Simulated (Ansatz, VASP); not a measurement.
**AlN in VASP and in Ansatz**

```xyz
4
Lattice="3.4988 0.0000 0.0000 0.0000 3.4988 0.0000 0.0000 0.0000 3.7488" Properties=species:S:1:pos:R:3 pbc="T T T"
Al    0.0000    1.7494    1.8744
Al    1.7494    0.0000    1.8744
N     1.7494    1.7494    0.7273
N     1.7494    1.7494    3.0214
```

Alike in both runs: functional PBE; k mesh 4 × 4 × 4; occupations gaussian, width 0.15 eV; no spin polarisation.

Ansatz relaxed the structure, and its values are those at the end. VASP's run is a single point on that final structure, the one shown.

```csv
,VASP,Ansatz
version,VASP 6.6.1,Ansatz 0.2.0
potentials or method,"VASP PAW PBE potentials, release 64 (Al, N), cutoff 600 eV","scalar-relativistic, plane waves, PAW"
valence electrons in the cell,16,16
```

```csv
,VASP,Ansatz,Ansatz less VASP
gap on the k mesh at the Fermi level (eV),none,none,-
pressure (GPa),-0.7,-0.4,+0.26
rms of the force components (eV/Å),0.019,0.003,-0.0165
```

A gap of «none» marks a metal or a gap that the smearing closes. The functional is the same, so the differences come from potentials, cutoffs and numerics.

The k mesh is coarse, so the values compare programs but aren't converged.
